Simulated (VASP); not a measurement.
# Cu (Fm-3m) in VASP: further runs

Cu is run at these levels: PBE; tasks: single point, relaxation of cell and atoms.

Program: VASP 6.6.1. These are calculated values, not measurements. Logs are shortened: lines on timing, memory, paths and dates and some standing lists are left out, and cuts for length are marked.

## (1) The cell of the first run

Symmetry: Fm-3m, No. 225, cubic system. Conventional cell: a = 3.629 Å, b = 3.629 Å, c = 3.629 Å, α = 90.00°, β = 90.00°, γ = 90.00°. Within 3.4 Å of Cu (site symmetry m-3m) lie 12 Cu at 2.57 Å.

## (2) Single point, PBE

Contents of INCAR:

```
PREC = Accurate
ENCUT = 520
EDIFF = 1E-7
ISMEAR = 0
SIGMA = 0.1
LREAL = F
LASPH = T
NELM = 80
ALGO = Fast
ISIF = 2
LWAVE = F
LCHARG = T
GGA = PE
LELF = T
LVHAR = T
NBANDS = 12
```

Contents of KPOINTS:

```
regular mesh
0
Gamma
  38 38 38
```

Contents of POSCAR:

```
Cu
1.0
    0.0000000000      1.8142775648      1.8142775648
    1.8142775648      0.0000000000      1.8142775648
    1.8142775648      1.8142775648      0.0000000000
Cu
1
Direct
    0.0000000000      0.0000000000      0.0000000000
```

Potentials or basis: VASP PAW PBE potentials, release 64 (Cu).

Launch:

```
$ cat potpaw_PBE.64/Cu/POTCAR > POTCAR
$ mpirun -np 1 vasp_std > vasp.out
```

OUTCAR:

```text
PREC = Accurate
   ENCUT = 520
   EDIFF = 1E-7
   ISMEAR = 0
   LREAL = F
   LASPH = T
   NELM = 80
   ISIF = 2
   GGA = PE

 ion  position               nearest neighbor table
   1  0.000  0.000  0.000-

  LATTYP: Found a face centered cubic cell.
 ALAT       =     3.6285551296

  Lattice vectors:

 A1 = (   0.0000000000,   1.8142775648,   1.8142775648)
 A2 = (   1.8142775648,   0.0000000000,   1.8142775648)
 A3 = (   1.8142775648,   1.8142775648,   0.0000000000)

Analysis of symmetry for initial positions (statically):
=====================================================================
 Subroutine PRICEL returns:
 Original cell was already a primitive cell.

 Routine SETGRP: Setting up the symmetry group for a
 face centered cubic supercell.

 Subroutine GETGRP returns: Found 48 space group operations
 (whereof 48 operations were pure point group operations)
 out of a pool of 48 trial point group operations.

The static configuration has the point symmetry O_h .

Analysis of symmetry for dynamics (positions and initial velocities):
=====================================================================
 Subroutine PRICEL returns:
 Original cell was already a primitive cell.

 Routine SETGRP: Setting up the symmetry group for a
 face centered cubic supercell.

 Subroutine GETGRP returns: Found 48 space group operations
 (whereof 48 operations were pure point group operations)
 out of a pool of 48 trial point group operations.

The dynamic configuration has the point symmetry O_h .

 Subroutine INISYM returns: Found 48 space group operations
 (whereof 48 operations are pure point group operations),
 and found     1 'primitive' translations

----------------------------------------------------------------------------------------

                                     Primitive cell

  volume of cell :      11.9438

  direct lattice vectors                    reciprocal lattice vectors
     0.000000000  1.814277565  1.814277565    -0.275591789  0.275591789  0.275591789
     1.814277565  0.000000000  1.814277565     0.275591789 -0.275591789  0.275591789
     1.814277565  1.814277565  0.000000000     0.275591789  0.275591789 -0.275591789

  length of vectors
     2.565775938  2.565775938  2.565775938     0.477338981  0.477338981  0.477338981

  position of ions in fractional coordinates (direct lattice)
     0.000000000  0.000000000  0.000000000

  ion indices of the primitive-cell ions
   primitive index   ion index
                 1           1

----------------------------------------------------------------------------------------

 KPOINTS: regular mesh

Automatic generation of k-mesh.
 Grid dimensions read from file:
 generate k-points for:   38   38   38

 Generating k-lattice:

  Cartesian coordinates                     Fractional coordinates (reciprocal lattice)
    -0.007252416  0.007252416  0.007252416     0.026315789  0.000000000  0.000000000
     0.007252416 -0.007252416  0.007252416     0.000000000  0.026315789  0.000000000
     0.007252416  0.007252416 -0.007252416     0.000000000  0.000000000  0.026315789

  Length of vectors
     0.012561552  0.012561552  0.012561552

  Shift w.r.t. Gamma in fractional coordinates (k-lattice)
     0.000000000  0.000000000  0.000000000

 Subroutine IBZKPT returns following result:
 ===========================================

 Found   1440 irreducible k-points:

 Following reciprocal coordinates:
            Coordinates               Weight
  0.000000  0.000000  0.000000      1.000000
  0.026316  0.000000  0.000000      8.000000
  0.052632  0.000000  0.000000      8.000000
  0.078947  0.000000  0.000000      8.000000
  0.105263  0.000000  0.000000      8.000000
  0.131579  0.000000  0.000000      8.000000
[... 16 lines left out ...]
  0.078947  0.026316  0.000000     24.000000
  0.105263  0.026316  0.000000     24.000000
 [... further k-points ...]
   k-points           NKPTS =   1440   k-points in BZ     NKDIM =   1440   number of bands    NBANDS=     12
   number of dos      NEDOS =    301   number of ions     NIONS =      1
   total plane-waves  NPLWV =   8000
   dimension x,y,z NGX =    20 NGY =   20 NGZ =   20
   dimension x,y,z NGXF=    40 NGYF=   40 NGZF=   40
   ions per type =               1
   NGX,Y,Z   is equivalent  to a cutoff of  12.96, 12.96, 12.96 a.u.
   NGXF,Y,Z  is equivalent  to a cutoff of  25.92, 25.92, 25.92 a.u.
 SYSTEM =  unknown system
   PREC   = accura    normal or accurate (medium, high low for compatibility)
   ISTART =      0    job   : 0-new  1-cont  2-samecut
   ICHARG =      2    charge: 1-file 2-atom 10-const
   ISPIN  =      1    spin polarized calculation?
   LNONCOLLINEAR =      F non collinear calculations
   LSORBIT =      F    spin-orbit coupling
   LASPH  =      T    aspherical Exc in radial PAW
   ENCUT  =  520.0 eV  38.22 Ry    6.18 a.u.   4.77  4.77  4.77*2*pi/ulx,y,z
   NELM   =     80;   NELMIN=  2; NELMDL= -5     # of ELM steps
   EDIFF  = 0.1E-06   stopping-criterion for ELM
   LREAL  =      F    real-space projection
   EDIFFG = 0.1E-05   stopping-criterion for IOM
   NSW    =      0    number of steps for IOM
   IBRION =     -1    ionic relax: 0-MD 1-quasi-New 2-CG
   NFREE  =      0    steps in history (QN), initial steepest desc. (CG)
   ISIF   =      2    stress and relaxation
   ISYM   =      2    0-nonsym 1-usesym 2-fastsym
   POTIM  = 0.5000    time-step for ionic-motion
   TEBEG  =    0.0;   TEEND  =   0.0 temperature during run
   PSTRESS=    0.0 pullay stress
   NELECT =      11.0000    total number of electrons
   NUPDOWN=      -1.0000    fix difference up-down
   EMIN   =  10.00;   EMAX   =-10.00  energy-range for DOS
   EFERMI =   0.00;   METHOD = LEGACY
   ISMEAR =     0;   SIGMA  =   0.10  broadening in eV -4-tet -1-fermi 0-gaus
   EFERMI_NEDOS =   21; number of points for ismear=-14 and -15
   IALGO  =     68    algorithm
   IMIX   =      4    mixing-type and parameters
     AMIX     =   0.40;   BMIX     =  1.00
     AMIX_MAG =   1.60;   BMIX_MAG =  1.00
  volume/ion in A,a.u.               =      11.94        80.60
  Fermi-wavevector in a.u.,A,eV,Ry     =   1.592791  3.009938 34.517731  2.536982
  Thomas-Fermi vector in A             =   2.691121
   LORBIT       =      0    0 simple, 1 ext, 2 COOP (PROOUT), +10 PAW based schemes
   GGA     = PE    functional components
   LHFCALC =     F    Hartree Fock is set to
   AEXX    =    0.0000 exact exchange contribution
   IVDW    =     0    specifies the selected vdW correction
   LEPSILON=     F    determine dielectric tensor
   LRPA    =     F    only Hartree local field effects (RPA)
 non-spin polarized calculation
 RMM-DIIS sequential band-by-band and
 Gauss-broadening in eV      SIGMA  =   0.10
  energy-cutoff  :      520.00
  volume of cell :       11.94
 maximum number of plane-waves:       332
   NGX =  9   NGY =  9   NGZ =  9

 number of electron      10.9999998 magnetization

 Free energy of the ion-electron system (eV)
  ---------------------------------------------------
  ext. energy  EPLUGINS =         0.00000000
  ---------------------------------------------------
  free energy    TOTEN  =        -3.72831268 eV

  energy without entropy =       -3.72672157  energy(sigma->0) =       -3.72751713

 E-fermi :   7.4719     XC(G=0): -12.6611

 val. band max:        7.4715225810   @ k =   0.4211   0.4211   0.0000
 cond. band min:       7.4741246342   @ k =  -0.4474   0.1053   0.0263
 fundamental gap:      0.0026020532
 Fermi energy:         7.4719470252

 k-point     1 :       0.0000    0.0000    0.0000
  band No.  band energies     occupation
      1      -1.8191      2.00000
      2       4.4518      2.00000
      3       4.4518      2.00000
      4       4.4518      2.00000
      5       5.2593      2.00000
      6       5.2593      2.00000
      7      29.9512      0.00000
      8      32.5083      0.00000
      9      32.5083      0.00000
     10      32.5083      0.00000
     11      34.9910      0.00000
     12      34.9910      0.00000

 k-point     2 :       0.0263    0.0000    0.0000
  band No.  band energies     occupation
      1      -1.7940      2.00000
      2       4.4464      2.00000
      3       4.4566      2.00000
      4       4.4566      2.00000
      5       5.2574      2.00000
      6       5.2574      2.00000
      7      29.8408      0.00000
      8      31.9958      0.00000
      9      32.4133      0.00000
     10      32.4133      0.00000
     11      35.1224      0.00000
     12      35.1224      0.00000

 k-point     3 :       0.0526    0.0000    0.0000
  band No.  band energies     occupation
      1      -1.7189      2.00000
      2       4.4307      2.00000
      3       4.4707      2.00000
      4       4.4708      2.00000
      5       5.2518      2.00000
      6       5.2518      2.00000
      7      29.3744      0.00000
      8      31.2325      0.00000
      9      32.1748      0.00000
     10      32.1748      0.00000
     11      35.4682      0.00000
     12      35.4683      0.00000
[... 286 lines left out ...]
 k-point    23 :       0.0789    0.0263    0.0000
  band No.  band energies     occupation
      1      -1.6191      2.00000
      2       4.4057      2.00000
      3       4.4900      2.00000
      4       4.4927      2.00000
      5       5.2261      2.00000
      6       5.2636      2.00000
      7      28.7653      0.00000
      8      30.7474      0.00000
      9      31.3099      0.00000
     10      32.4451      0.00000
     11      35.3612      0.00000
     12      36.3772      0.00000

 k-point    24 :       0.1053    0.0263    0.0000
  band No.  band energies     occupation
      1      -1.4622      2.00000
      2       4.3752      2.00000
      3       4.5158      2.00000
      4       4.5196      2.00000
      5       5.2116      2.00000
      6       5.2615      2.00000
      7      27.5848      0.00000
      8      30.4570      0.00000
      9      30.9276      0.00000
     10      32.3936      0.00000
     11      35.5764      0.00000
     12      36.9282      0.00000

 [... further k-points ...]

------------------------ aborting loop because EDIFF is reached ----------------------------------------

  FORCE on cell =-STRESS in cart. coord.  units (eV):
  Direction    XX          YY          ZZ          XY          YZ          ZX
  --------------------------------------------------------------------------------------
  -------------------------------------------------------------------------------------
  Total        0.0525532      0.0525532      0.0525532     -0.0000000      0.0000000      0.0000000
  in kB        7.0496710      7.0496710      7.0496710     -0.0000000      0.0000000      0.0000000
  external PRESSURE =       7.0496710 kB  Pullay stress =       0.0000000 kB

 VOLUME and BASIS-vectors are now :
 -----------------------------------------------------------------------------
  energy-cutoff  :      520.00
  volume of cell :       11.94
      direct lattice vectors                 reciprocal lattice vectors
     0.000000000  1.814277565  1.814277565    -0.275591789  0.275591789  0.275591789
     1.814277565  0.000000000  1.814277565     0.275591789 -0.275591789  0.275591789
     1.814277565  1.814277565  0.000000000     0.275591789  0.275591789 -0.275591789

 POSITION                                       TOTAL-FORCE (eV/Angst)
 -----------------------------------------------------------------------------------
      0.00000      0.00000      0.00000         0.000000      0.000000      0.000000
 -----------------------------------------------------------------------------------
    total drift:                                0.000000      0.000000      0.000000

  FREE ENERGIE OF THE ION-ELECTRON SYSTEM (eV)
  ---------------------------------------------------
  free  energy   TOTEN  =        -3.7283126814 eV

  energy  without entropy=       -3.7267215706  energy(sigma->0) =       -3.72751713
```

Run time: 5.3 min. Hardware: 1 thread of Intel Xeon 8259CL, shared host; peak memory 0.3 GiB.

Results:

```yaml
Free_energy: -3.7283 eV
Pressure: 0.7 GPa
Band_gap_on_the_k_mesh: zero (an odd number of electrons rules out a gap without spin polarisation)
```

## (3) Relaxation of cell and atoms, PBE

This run uses another cell than the first one, of 11.76 Å³/atom.

Contents of INCAR:

```
SYSTEM = Cu
PREC = Accurate
ENCUT = 600
EDIFF = 1E-6
ISMEAR = 0
SIGMA = 0.1
LREAL = .False.
LASPH = .True.
NELM = 60
ALGO = Fast
ISIF = 3
LWAVE = .False.
LCHARG = .False.
GGA = PE
IBRION = 2
NSW = 80
EDIFFG = -0.003
```

Contents of KPOINTS:

```
Automatic mesh
0
Gamma
  38 38 38
  0 0 0
```

Contents of POSCAR:

```
Cu
1.0
    0.0000000000      1.8050000000      1.8050000000
    1.8050000000      0.0000000000      1.8050000000
    1.8050000000      1.8050000000      0.0000000000
Cu
1
Direct
    0.0000000000      0.0000000000      0.0000000000
```

Potentials or basis: VASP PAW PBE potentials, release 64 (Cu).

Launch:

```
$ cat potpaw_PBE.64/Cu/POTCAR > POTCAR
$ mpirun -np 1 vasp_std > vasp.out
```

Wall time 11 min (1 thread of Intel Xeon 8259CL, shared host); peak memory 0.33 GiB.

Results (log left out):

```yaml
Free_energy: -3.7284 eV
Relaxed_volume: 12.01 Å³/atom
Relaxed_cell: a = 2.570 Å, b = 2.570 Å, c = 2.570 Å, α = 60.00°, β = 60.00°, γ = 60.00°
Space_group_after_relaxing_to_0.1_Å: Fm-3m (No. 225)
Energy_gained_by_relaxing: 2.2 meV/atom
Ionic_steps: 4
Pressure_after_relaxing: 0.0 GPa
Band_gap_on_the_k_mesh: zero (an odd number of electrons rules out a gap without spin polarisation)
```

Step by step:
| step | energy change (eV) | largest force (eV/Å) | pressure (GPa) | volume (Å³) |
| --- | --- | --- | --- | --- |
| 1 | 0.0000 | 0.0000 | 3.29 | 11.76 |
| 2 | -0.0011 | 0.0000 | -2.29 | 12.18 |
| 3 | -0.0022 | 0.0000 | 0.13 | 12.00 |
| 4 | -0.0022 | 0.0000 | -0.04 | 12.01 |

Final structure:
```
Cu
1.0
     0.00000    1.81749    1.81749
     1.81749    0.00000    1.81749
     1.81749    1.81749    0.00000
Cu
1
Direct
  0.00000 0.00000 0.00000
```

Levels at points of the mesh, in eV from the Fermi level:
| k point | band 4 | band 5 | band 6 | band 7 | band 8 | band 9 |
| --- | --- | --- | --- | --- | --- | --- |
| (0.00, 0.00, 0.00) | -3.00 | -2.20 | -2.20 | 22.44 | 24.95 | 24.95 |
| (0.50, 0.00, 0.00) | -1.65 | -1.65 | -0.98 | 3.65 | 20.94 | 21.79 |
| (0.50, 0.50, 0.00) | -1.51 | -1.51 | 1.49 | 6.97 | 12.93 | 12.93 |
